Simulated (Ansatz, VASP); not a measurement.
## Nb in VASP and in Ansatz

```xyz
1
Lattice="-1.6231 1.6231 1.6231 1.6231 -1.6231 1.6231 1.6231 1.6231 -1.6231" Properties=species:S:1:pos:R:3 pbc="T T T"
Nb    0.0000    0.0000    0.0000
```

Alike in both runs: task single point; functional LDA; k mesh 4 × 4 × 4; occupations fermi-dirac, width 0.1 eV; no spin polarisation.

|  | VASP | Ansatz |
| --- | --- | --- |
| version | VASP 6.6.1 | Ansatz 0.2.0 |
| potentials or method | VASP PAW LDA potentials, release 64 (Nb_sv), cutoff 520 eV | plane waves (420 eV) with PAW, scalar-relativistic |
| valence electrons in the cell | 13 | 13 |

|  | VASP | Ansatz | Ansatz less VASP |
| --- | --- | --- | --- |
| pressure (GPa) | 5.9 | 6.0 | +0.15 |

Ansatz warns that its potentials were made for another functional, while VASP's fit it. LDA's correlation is that of Perdew and Zunger in VASP and of Perdew and Wang (1992) in Ansatz.

The k mesh is coarse, so the values compare programs but aren't converged.
